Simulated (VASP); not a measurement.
## ScRu3: single point with PBEsol+U

ScRu3:

```
Ru Sc
1.0
    -1.91201    1.91201    4.02070
     1.91201   -1.91201    4.02070
     1.91201    1.91201   -4.02070
Ru Sc
3 1
Direct
  0.50000 0.50000 0.00000
  0.25000 0.75000 0.50000
  0.75000 0.25000 0.50000
  0.00000 0.00000 0.00000
```

```json
{
 "Program": "VASP 6.6.1",
 "Task": "single point",
 "Functional": "PBEsol",
 "Potentials or basis": "VASP PAW PBE potentials, release 64 (Ru_pv, Sc_sv)",
 "Cutoff": "520 eV",
 "k mesh": "7 × 7 × 7",
 "Occupations": "fermi-dirac, width 0.05 eV",
 "Spin": "no spin polarisation",
 "Hubbard terms": "Ru d U = 2.0 eV, Sc d U = 2.0 eV",
 "Dipole correction": "no",
 "Further INCAR settings": "ALGO = Normal; EDIFF = 1e-06; NBANDS = 34"
}
```

```yaml
Pressure: 0.2 GPa
```

Stress tensor (GPa, compression positive):
```
0.10 0.00 0.00
0.00 0.10 0.00
0.00 0.00 0.29
```

Levels at points of the mesh, in eV from the Fermi level:
```csv
k point,band 22,band 23,band 24,band 25,band 26,band 27,band 28,band 29,band 30,band 31
"(0.00, 0.00, 0.00)",-2.21,-1.61,-0.36,-0.36,-0.26,-0.21,1.07,2.62,3.33,3.34
```

Eigenvalues of the final occupation matrices:
| site | spin | trace | eigenvalues |
| --- | --- | --- | --- |
| site 1 d | 1 | 3.08 | 0.52 0.52 0.56 0.71 0.75 |
| site 1 d | 2 | 3.08 | 0.52 0.52 0.56 0.71 0.75 |
| site 2 d | 1 | 3.06 | 0.58 0.60 0.62 0.63 0.63 |
| site 2 d | 2 | 3.06 | 0.58 0.60 0.62 0.63 0.63 |
| site 3 d | 1 | 3.06 | 0.58 0.60 0.62 0.63 0.63 |
| site 3 d | 2 | 3.06 | 0.58 0.60 0.62 0.63 0.63 |
| site 4 d | 1 | 0.56 | 0.08 0.10 0.11 0.11 0.14 |
| site 4 d | 2 | 0.56 | 0.08 0.10 0.11 0.11 0.14 |

Wall time 44 s on 1 thread of Intel(R) Xeon(R) 6975P-C (Granite Rapids), with other jobs on the host, peak memory 0.22 GiB.

Caveat: the PAW data sets were made with another functional, which shifts forces and pressure a little; U without spin polarisation on a metal has little footing; the U is typed as a test and isn't derived for this compound.
